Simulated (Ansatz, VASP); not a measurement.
## BiTe in VASP and in Ansatz

File INCAR:

```
ALGO     = Normal         # electronic algorithm
EDIFF    = 1E-8           # SCF threshold, eV
ENCUT    = 520            # plane-wave cutoff, eV
GGA      = PS             # functional
ISIF     = 2              # what is computed and relaxed
ISMEAR   = -1             # smearing method
LASPH    = True           # aspherical terms in the spheres
LCHARG   = False          # write CHGCAR
LEFG     = True         
LREAL    = False          # projectors in reciprocal space
LWAVE    = False          # write WAVECAR
NBANDS   = 18             # bands
NELM     = 100            # most SCF steps
PREC     = Accurate       # precision mode
SIGMA    = 0.08           # smearing width, eV
```

KPOINTS

```
k-points
0
Gamma
  10 10 10
```

The input POSCAR:

```
BiTe
1.0
    0.0000000000      3.2350000000      3.2350000000
    3.2350000000      0.0000000000      3.2350000000
    3.2350000000      3.2350000000      0.0000000000
Bi Te
1 1
Direct
    0.0000000000      0.0000000000      0.0000000000
    0.5000000000      0.5000000000      0.5000000000
```

Input for Ansatz:

```yaml
crystal:
  lattice:
    - [0.0, 3.235, 3.235]
    - [3.235, 0.0, 3.235]
    - [3.235, 3.235, 0.0]
  atoms:
    - { symbol: Bi, position: [0.0, 0.0, 0.0] }
    - { symbol: Te, position: [0.5, 0.5, 0.5] }
kpoints:
  mp_grid: { grid: [10, 10, 10] }
  band_path:
    path:
      - [0.0, 0.0, 0.0]
      - [0.5, 0.0, 0.5]
      - [0.625, 0.25, 0.625]
      - [0.375, 0.375, 0.75]
      - [0.0, 0.0, 0.0]
      - [0.5, 0.5, 0.5]
      - [0.5, 0.25, 0.75]
      - [0.5, 0.0, 0.5]
    npoints: 5
scf:
  occupations: { method: fermi_dirac, width: 0.08 }
hamiltonian:
  xc: pbesol
  pseudopotentials: { kind: paw }
output:
  forces: true
  stress: true
  eigenvalues: true
  efg: { contact_densities: true }
```

Alike in both runs: task electric field gradients; functional PBEsol; k mesh 10 × 10 × 10; occupations fermi-dirac, width 0.08 eV; no spin polarisation.

|  | VASP | Ansatz |
| --- | --- | --- |
| version | VASP 6.6.1 | Ansatz 0.2.0 |
| potentials or method | VASP PAW PBE potentials, release 64 (Bi_d, Te) | PAW with Ansatz's default frozen-core files, scalar-relativistic |
| plane-wave cutoff (eV) | 520 | 420 |
| valence electrons in the cell | 21 | 31 |

|  | VASP | Ansatz | Ansatz less VASP |
| --- | --- | --- | --- |
| pressure (GPa) | -1.7 | -1.7 | +0.02 |

VASP's potentials were made for PBE, not for PBEsol. With one functional, cell and mesh, what is left measures potentials, basis and numerics. VASP's potentials hold 21 valence electrons a cell and Ansatz's 31, so a difference there can come from the potentials and not from the codes.

Spin-orbit coupling is off throughout.
